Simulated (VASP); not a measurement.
Write the native input for VASP 6.6.1 that does the following.

* Task: single point
* Functional: LDA
* Potentials or basis: VASP PAW LDA potentials, release 64 (Cd, Se)
* Cutoff: 520 eV
* k mesh: 6 × 6 × 4
* Occupations: gaussian, width 0.01 eV
* Spin: no spin polarisation
* Dipole correction: no
* Further INCAR settings: ALGO = Normal; EDIFF = 1e-07; NBANDS = 26

The structure of CdSe (Cadmoselite) lies in POSCAR:

```
CdSe
1.0
    4.3000000000      0.0000000000      0.0000000000
   -2.1500000000      3.7239092400      0.0000000000
    0.0000000000      0.0000000000      7.0200000000
Cd Se
2 2
Direct
    0.3333333333      0.6666666667      0.0000000000
    0.6666666667      0.3333333333      0.5000000000
    0.3333333333      0.6666666667      0.3850000000
    0.6666666667      0.3333333333      0.8850000000
```

These files were run (other wordings do the same):

INCAR

```
  PREC = Accurate
  ENCUT = 520
  EDIFF = 1E-7
  ISMEAR = 0
  SIGMA = 0.01
  LREAL = False
  LASPH = True
  NELM = 60
  ALGO = Normal
  ISIF = 2
  LWAVE = False
  LCHARG = True
  GGA = CA
  LELF = True
  LVHAR = True
  NBANDS = 26
```

KPOINTS

```
Automatic mesh
0
Gamma
  6 6 4
```

Potentials or basis: VASP PAW LDA potentials, release 64 (Cd, Se).

Command:

```console
$ cat potpaw_LDA.64/Cd/POTCAR potpaw_LDA.64/Se/POTCAR > POTCAR
$ mpirun -np 1 vasp_std > vasp.out
```

It gave:

```yaml
Pressure: -1.4 GPa
Largest_force: 0.267 eV/Å
Band_gap_on_the_k_mesh: 0.46 eV, direct
```

It took 40 s on 1 thread of Intel(R) Xeon(R) Platinum 8375C CPU @ 2.90GHz (Ice Lake) (shared host), peak memory 0.22 GiB.
